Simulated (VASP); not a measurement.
# Rb3LuBe2 in VASP: single point with PBE

Aim: the single point of Rb3LuBe2 with PBE.

Everything below comes from runs of VASP 6.6.1. Logs are shortened: lines on timing, memory, paths and dates and some standing lists are left out, and cuts for length are marked.

## Step 1: The cell of the first run

The typed cell holds 6 atoms: a = 6.647 Å, b = 6.647 Å, c = 5.881 Å, α = 90.00°, β = 90.00°, γ = 120.00°.

The cell was built from a structure type or drawn by symmetry, and may not be a known phase.

## Step 2: Single point, PBE

INCAR

```
SYSTEM = Rb3LuBe2
PREC     = Accurate       ! precision mode
ENCUT    = 520            ! plane-wave cutoff, eV
EDIFF    = 1E-7           ! SCF threshold, eV
ISMEAR   = 0              ! smearing method
SIGMA    = 0.1            ! smearing width, eV
LREAL    = .FALSE.        ! projectors in reciprocal space
LASPH    = .TRUE.         ! aspherical terms in the spheres
NELM     = 60             ! most SCF steps
ALGO     = Normal         ! electronic algorithm
ISIF     = 2              ! what is computed and relaxed
LWAVE    = .FALSE.        ! write WAVECAR
LCHARG   = .FALSE.        ! write CHGCAR
GGA      = PE             ! functional
NBANDS   = 37             ! bands
```

KPOINTS

```
Automatic mesh
0
G
  3 3 4
  0 0 0
```

POSCAR

```
Rb3LuBe2
1.0
    6.6467970923     -0.0000000030      0.0000000000
   -3.3233985435      5.7562951372      0.0000000000
    0.0000000000      0.0000000000      5.8807255159
Rb Lu Be
3 1 2
Direct
    0.0000000000      0.5000000000      0.9450027904
    0.5000000000      0.0000000000      0.9450027904
    0.5000000000      0.5000000000      0.9450027904
    0.0000000000      0.0000000000      0.4449428432
    0.6666666667      0.3333333333      0.4450218478
    0.3333333333      0.6666666667      0.4450218478
```

Potentials or basis: VASP PAW PBE potentials, release 64 (Rb_sv, Lu, Be).

Started as:

```bash
cat potpaw_PBE.64/Rb_sv/POTCAR potpaw_PBE.64/Lu/POTCAR potpaw_PBE.64/Be/POTCAR > POTCAR
mpirun -np 1 vasp_std > vasp.out
```

OUTCAR:

```text
SYSTEM = Rb3LuBe2
   PREC = Accurate
   ENCUT = 520
   EDIFF = 1E-7
   ISMEAR = 0
   LREAL = .FALSE.
   LASPH = .TRUE.
   NELM = 60
   ISIF = 2
   GGA = PE

 ion  position               nearest neighbor table
   1  0.000  0.500  0.945-   2 3.32   2 3.32   3 3.32   3 3.32   5 3.51   6 3.51   5 3.51   6 3.51
                             4 4.44   4 4.44   4 4.44   4 4.44   3 5.76   3 5.76   2 5.76   2 5.76
   2  0.500  0.000  0.945-   3 3.32   3 3.32   1 3.32   1 3.32   5 3.51   6 3.51   5 3.51   6 3.51
                             4 4.44   4 4.44   4 4.44   4 4.44   1 5.76   1 5.76   3 5.76   3 5.76
   3  0.500  0.500  0.945-   2 3.32   2 3.32   1 3.32   1 3.32   5 3.51   6 3.51   5 3.51   6 3.51
                             4 4.44   4 4.44   4 4.44   4 4.44   1 5.76   1 5.76   2 5.76   2 5.76
   4  0.000  0.000  0.445-   1 4.44   1 4.44   3 4.44   3 4.44   2 4.44   2 4.44   1 4.44   1 4.44
                             3 4.44   3 4.44   2 4.44   2 4.44
   5  0.667  0.333  0.445-   2 3.51   1 3.51   3 3.51   2 3.51   1 3.51   3 3.51
   6  0.333  0.667  0.445-   2 3.51   1 3.51   3 3.51   2 3.51   1 3.51   3 3.51

  LATTYP: Found a hexagonal cell.
 ALAT       =     6.6467970923
 C/A-ratio  =     0.8847457556

  Lattice vectors:

 A1 = (   6.6467970923,  -0.0000000030,   0.0000000000)
 A2 = (  -3.3233985435,   5.7562951372,   0.0000000000)
 A3 = (   0.0000000000,   0.0000000000,   5.8807255159)

Analysis of symmetry for initial positions (statically):
=====================================================================
 Subroutine PRICEL returns:
 Original cell was already a primitive cell.

 Routine SETGRP: Setting up the symmetry group for a
 hexagonal supercell.

 Subroutine GETGRP returns: Found 12 space group operations
 (whereof 12 operations were pure point group operations)
 out of a pool of 24 trial point group operations.

The static configuration has the point symmetry C_6v.

Analysis of symmetry for dynamics (positions and initial velocities):
=====================================================================
 Subroutine PRICEL returns:
 Original cell was already a primitive cell.

 Routine SETGRP: Setting up the symmetry group for a
 hexagonal supercell.

 Subroutine GETGRP returns: Found 12 space group operations
 (whereof 12 operations were pure point group operations)
 out of a pool of 24 trial point group operations.

The dynamic configuration has the point symmetry C_6v.

 Subroutine INISYM returns: Found 12 space group operations
 (whereof 12 operations are pure point group operations),
 and found     1 'primitive' translations

----------------------------------------------------------------------------------------

                                     Primitive cell

  volume of cell :     225.0020

  direct lattice vectors                    reciprocal lattice vectors
     6.646797092 -0.000000003  0.000000000     0.150448402  0.086861425  0.000000000
    -3.323398544  5.756295137  0.000000000     0.000000000  0.173722851  0.000000000
     0.000000000  0.000000000  5.880725516     0.000000000  0.000000000  0.170047046

  length of vectors
     6.646797092  6.646797092  5.880725516     0.173722851  0.173722851  0.170047046

  position of ions in fractional coordinates (direct lattice)
     0.000000000  0.500000000  0.945002790
     0.500000000  1.000000000  0.945002790
     0.500000000  0.500000000  0.945002790
     0.000000000  0.000000000  0.444942843
     0.666666667  0.333333333  0.445021848
     0.333333333  0.666666667  0.445021848

  ion indices of the primitive-cell ions
   primitive index   ion index
                 1           1
                 2           2
                 3           3
                 4           4
                 5           5
                 6           6

----------------------------------------------------------------------------------------

 KPOINTS: Automatic mesh

Automatic generation of k-mesh.
 Grid dimensions read from file:
 generate k-points for:    3    3    4

 Generating k-lattice:

  Cartesian coordinates                     Fractional coordinates (reciprocal lattice)
     0.050149467  0.028953808  0.000000000     0.333333333  0.000000000  0.000000000
     0.000000000  0.057907617  0.000000000    -0.000000000  0.333333333  0.000000000
     0.000000000  0.000000000  0.042511761     0.000000000  0.000000000  0.250000000

  Length of vectors
     0.057907617  0.057907617  0.042511761

  Shift w.r.t. Gamma in fractional coordinates (k-lattice)
     0.000000000  0.000000000  0.000000000

 Subroutine IBZKPT returns following result:
 ===========================================

 Found      9 irreducible k-points:

 Following reciprocal coordinates:
            Coordinates               Weight
  0.000000  0.000000  0.000000      1.000000
  0.333333  0.000000  0.000000      6.000000
  0.333333  0.333333  0.000000      2.000000
  0.000000  0.000000  0.250000      2.000000
  0.333333  0.000000  0.250000     12.000000
  0.333333  0.333333  0.250000      4.000000
  0.000000  0.000000  0.500000      1.000000
  0.333333  0.000000  0.500000      6.000000
  0.333333  0.333333  0.500000      2.000000
   k-points           NKPTS =      9   k-points in BZ     NKDIM =      9   number of bands    NBANDS=     37
   number of dos      NEDOS =    301   number of ions     NIONS =      6
   total plane-waves  NPLWV = 120000
   dimension x,y,z NGX =    50 NGY =   50 NGZ =   48
   dimension x,y,z NGXF=   100 NGYF=  100 NGZF=   96
   ions per type =               3   1   2
   NGX,Y,Z   is equivalent  to a cutoff of  12.51, 12.51, 13.57 a.u.
   NGXF,Y,Z  is equivalent  to a cutoff of  25.01, 25.01, 27.14 a.u.
 SYSTEM =  Rb3LuBe2
   PREC   = accura    normal or accurate (medium, high low for compatibility)
   ISTART =      0    job   : 0-new  1-cont  2-samecut
   ICHARG =      2    charge: 1-file 2-atom 10-const
   ISPIN  =      1    spin polarized calculation?
   LNONCOLLINEAR =      F non collinear calculations
   LSORBIT =      F    spin-orbit coupling
   LASPH  =      T    aspherical Exc in radial PAW
   ENCUT  =  520.0 eV  38.22 Ry    6.18 a.u.  12.36 12.36 10.93*2*pi/ulx,y,z
   NELM   =     60;   NELMIN=  2; NELMDL= -5     # of ELM steps
   EDIFF  = 0.1E-06   stopping-criterion for ELM
   LREAL  =      F    real-space projection
   EDIFFG = 0.1E-05   stopping-criterion for IOM
   NSW    =      0    number of steps for IOM
   IBRION =     -1    ionic relax: 0-MD 1-quasi-New 2-CG
   NFREE  =      0    steps in history (QN), initial steepest desc. (CG)
   ISIF   =      2    stress and relaxation
   ISYM   =      2    0-nonsym 1-usesym 2-fastsym
   POTIM  = 0.5000    time-step for ionic-motion
   TEBEG  =    0.0;   TEEND  =   0.0 temperature during run
   PSTRESS=    0.0 pullay stress
   NELECT =      56.0000    total number of electrons
   NUPDOWN=      -1.0000    fix difference up-down
   EMIN   =  10.00;   EMAX   =-10.00  energy-range for DOS
   EFERMI =   0.00;   METHOD = LEGACY
   ISMEAR =     0;   SIGMA  =   0.10  broadening in eV -4-tet -1-fermi 0-gaus
   EFERMI_NEDOS =   21; number of points for ismear=-14 and -15
   IALGO  =     38    algorithm
   IMIX   =      4    mixing-type and parameters
     AMIX     =   0.40;   BMIX     =  1.00
     AMIX_MAG =   1.60;   BMIX_MAG =  1.00
  volume/ion in A,a.u.               =      37.50       253.06
  Fermi-wavevector in a.u.,A,eV,Ry     =   1.029774  1.945991 14.428095  1.060435
  Thomas-Fermi vector in A             =   2.163839
   LORBIT       =      0    0 simple, 1 ext, 2 COOP (PROOUT), +10 PAW based schemes
   GGA     = PE    functional components
   LHFCALC =     F    Hartree Fock is set to
   AEXX    =    0.0000 exact exchange contribution
   IVDW    =     0    specifies the selected vdW correction
   LEPSILON=     F    determine dielectric tensor
   LRPA    =     F    only Hartree local field effects (RPA)
 non-spin polarized calculation
 Gauss-broadening in eV      SIGMA  =   0.10
  energy-cutoff  :      520.00
  volume of cell :      225.00
 maximum number of plane-waves:      6106
 NGX is ok and might be reduce to    50
   NGX = 25   NGY = 25   NGZ = 21

 number of electron      56.0000012 magnetization

 Free energy of the ion-electron system (eV)
  ---------------------------------------------------
  ext. energy  EPLUGINS =         0.00000000
  ---------------------------------------------------
  free energy    TOTEN  =        -7.28370451 eV

  energy without entropy =       -7.25377417  energy(sigma->0) =       -7.26873934

 E-fermi :   1.4459     XC(G=0):  -7.7777

 val. band max:        1.4286673489   @ k =   0.0000   0.0000   0.5000
 cond. band min:       1.4626049745   @ k =   0.3333   0.3333   0.5000
 fundamental gap:      0.0339376257
 Fermi energy:         1.4459478182

 k-point     1 :       0.0000    0.0000    0.0000
  band No.  band energies     occupation
      1     -56.9902      2.00000
      2     -27.5855      2.00000
      3     -27.5299      2.00000
      4     -27.5299      2.00000
      5     -27.3930      2.00000
      6     -27.1019      2.00000
[... 29 lines left out ...]
     36       3.6662      0.00000
     37       4.3850      0.00000

 k-point     2 :       0.3333    0.0000    0.0000
  band No.  band energies     occupation
      1     -56.9902      2.00000
      2     -27.5855      2.00000
      3     -27.5302      2.00000
      4     -27.5300      2.00000
      5     -27.3334      2.00000
      6     -27.1659      2.00000
[... 29 lines left out ...]
     36       3.5921      0.00000
     37       3.7172      0.00000

 k-point     3 :       0.3333    0.3333    0.0000
  band No.  band energies     occupation
      1     -56.9902      2.00000
      2     -27.5855      2.00000
      3     -27.5302      2.00000
      4     -27.5302      2.00000
      5     -27.2507      2.00000
      6     -27.2507      2.00000
[... 29 lines left out ...]
     36       3.5064      0.00000
     37       3.7868      0.00000
[... 161 lines left out ...]
 k-point     8 :       0.3333    0.0000    0.5000
  band No.  band energies     occupation
      1     -56.9902      2.00000
      2     -27.5860      2.00000
      3     -27.5299      2.00000
      4     -27.5299      2.00000
      5     -27.3333      2.00000
      6     -27.1658      2.00000
[... 29 lines left out ...]
     36       3.9718      0.00000
     37       4.1948      0.00000

 k-point     9 :       0.3333    0.3333    0.5000
  band No.  band energies     occupation
      1     -56.9902      2.00000
      2     -27.5858      2.00000
      3     -27.5299      2.00000
      4     -27.5299      2.00000
      5     -27.2507      2.00000
      6     -27.2507      2.00000
[... 29 lines left out ...]
     36       3.6290      0.00000
     37       4.2629      0.00000

------------------------ aborting loop because EDIFF is reached ----------------------------------------

  FORCE on cell =-STRESS in cart. coord.  units (eV):
  Direction    XX          YY          ZZ          XY          YZ          ZX
  --------------------------------------------------------------------------------------
  -------------------------------------------------------------------------------------
  Total        0.0356558      0.0356558      0.0133816      0.0000000      0.0000000      0.0000000
  in kB        0.2538950      0.2538950      0.0952864      0.0000000      0.0000000      0.0000000
  external PRESSURE =       0.2010254 kB  Pullay stress =       0.0000000 kB

 VOLUME and BASIS-vectors are now :
 -----------------------------------------------------------------------------
  energy-cutoff  :      520.00
  volume of cell :      225.00
      direct lattice vectors                 reciprocal lattice vectors
     6.646797092 -0.000000003  0.000000000     0.150448402  0.086861425  0.000000000
    -3.323398544  5.756295137  0.000000000     0.000000000  0.173722851  0.000000000
     0.000000000  0.000000000  5.880725516     0.000000000  0.000000000  0.170047046

 POSITION                                       TOTAL-FORCE (eV/Angst)
 -----------------------------------------------------------------------------------
     -1.66170      2.87815      5.55730        -0.000000      0.000000      0.000237
      3.32340     -0.00000      5.55730        -0.000000      0.000000      0.000237
      1.66170      2.87815      5.55730        -0.000000      0.000000      0.000237
      0.00000      0.00000      2.61659        -0.000000     -0.000000     -0.000154
      3.32340      1.91877      2.61705         0.000000     -0.000000     -0.000278
      0.00000      3.83753      2.61705        -0.000000      0.000000     -0.000278
 -----------------------------------------------------------------------------------
    total drift:                               -0.000000     -0.000000     -0.001106

  FREE ENERGIE OF THE ION-ELECTRON SYSTEM (eV)
  ---------------------------------------------------
  free  energy   TOTEN  =        -7.2837045107 eV

  energy  without entropy=       -7.2537741677  energy(sigma->0) =       -7.26873934
```

Run time: 2.2 min. Hardware: 1 thread of Intel Xeon Platinum 8259CL at 2.50GHz (Skylake/Cascade Lake), shared host; peak memory 0.38 GiB.

Results:

| Property | Result |
| --- | --- |
| Free energy | -7.2837 eV |
| Pressure | 0.0 GPa |
| Band gap on the k mesh | zero (bands 28 and 29 overlap by 0.75 eV) |

Levels at points of the mesh, in eV from the Fermi level:
| k point | band 26 | band 27 | band 28 | band 29 | band 30 | band 31 |
| --- | --- | --- | --- | --- | --- | --- |
| (0.00, 0.00, 0.00) | -1.04 | -0.73 | -0.73 | -0.07 | 0.63 | 0.63 |
| (0.00, 0.00, 0.50) | -1.75 | -0.23 | -0.23 | -0.02 | 0.07 | 0.31 |

Caveat: the k points lie up to 0.36 Å⁻¹ apart, too coarse for converged energies and pressures of a metal; spin-orbit coupling is left out, which moves the levels of the heavy elements.
